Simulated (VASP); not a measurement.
Sc, 2 atoms in the cell. The structure is hexagonal, space group P6_3/mmc (No. 194). The conventional cell has a = 3.227 Å, b = 3.227 Å, c = 5.009 Å, α = 90.00°, β = 90.00°, γ = 120.00°. Sc (site symmetry -6m2) has 12 Sc at 3.12 to 3.23 Å within 4.1 Å. 

```yaml
Program: VASP 6.6.1
Task: single point
Functional: LDA
Potentials_or_basis: VASP PAW LDA potentials, release 64 (Sc_sv)
Cutoff: 500 eV
k_mesh: 6 × 6 × 3
Occupations: fermi-dirac, width 0.1 eV
Spin: no spin polarisation
Dipole_correction: no
Further_INCAR_settings: ALGO = Normal; EDIFF = 1e-06; NBANDS = 18
```

Potentials or basis: VASP PAW LDA potentials, release 64 (Sc_sv).

Command:

```sh
$ cat potpaw_LDA.64/Sc_sv/POTCAR > POTCAR
$ mpirun -np 1 vasp_std > vasp.out
```

Hardware: 1 thread of AMD EPYC 7R43 64-Core Processor (Zen 3), with other jobs on the host.

Question: How long does it take, and how much memory?

Answer: Wall time 15 s on 1 thread of AMD EPYC 7R43 64-Core Processor (Zen 3), with other jobs on the host, peak memory 0.1 GiB. Counts: scf iterations 11, k points 14.
